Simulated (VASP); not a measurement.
Input of a VASP 6.6.1 run:

POSCAR

```
CdTe
1.0
    0.0000000000      3.3535095159      3.3535095159
    3.3535095159      0.0000000000      3.3535095159
    3.3535095159      3.3535095159      0.0000000000
Cd Te
1 1
Direct
    0.0000000000      0.0000000000      0.0000000000
    0.2500000000      0.2500000000      0.2500000000
```

The input INCAR.step1:

```
PREC = Accurate ; ENCUT = 520
ISMEAR = 0 ; SIGMA = 0.05
LREAL = F ; LASPH = T
NELM = 60 ; NBANDS = 16
GGA = PE ; ALGO = Normal
EDIFF = 1E-4 ; LWAVE = T
LCHARG = F
```

File INCAR.step2:

```
PREC = Accurate ; ENCUT = 520
EDIFF = 1E-7 ; ISMEAR = 0
SIGMA = 0.05 ; LREAL = F
LASPH = T ; NELM = 60
ALGO = Normal ; ISIF = 2
LWAVE = F ; LCHARG = F
METAGGA = R2SCAN ; LMIXTAU = T
NBANDS = 16 ; ISTART = 1
```

KPOINTS

```
regular mesh
0
Gamma
  10 10 10
```

Potentials or basis: VASP PAW PBE potentials, release 64 (Cd, Te).

Run with:

```console
$ cat potpaw_PBE.64/Cd/POTCAR potpaw_PBE.64/Te/POTCAR > POTCAR
$ cp INCAR.step1 INCAR
$ mpirun -np 1 vasp_std > vasp.out
$ cp INCAR.step2 INCAR
$ mpirun -np 1 vasp_std > vasp.out
```

Task: What does it give for the band gap on the k mesh?

Result: 0.94 eV, direct.

Task: What does it give for the pressure?

Result: -2.2 GPa.

Caveat: the PAW data sets were made with another functional, which shifts forces and pressure a little; spin-orbit coupling is left out, which moves the levels of the heavy elements.
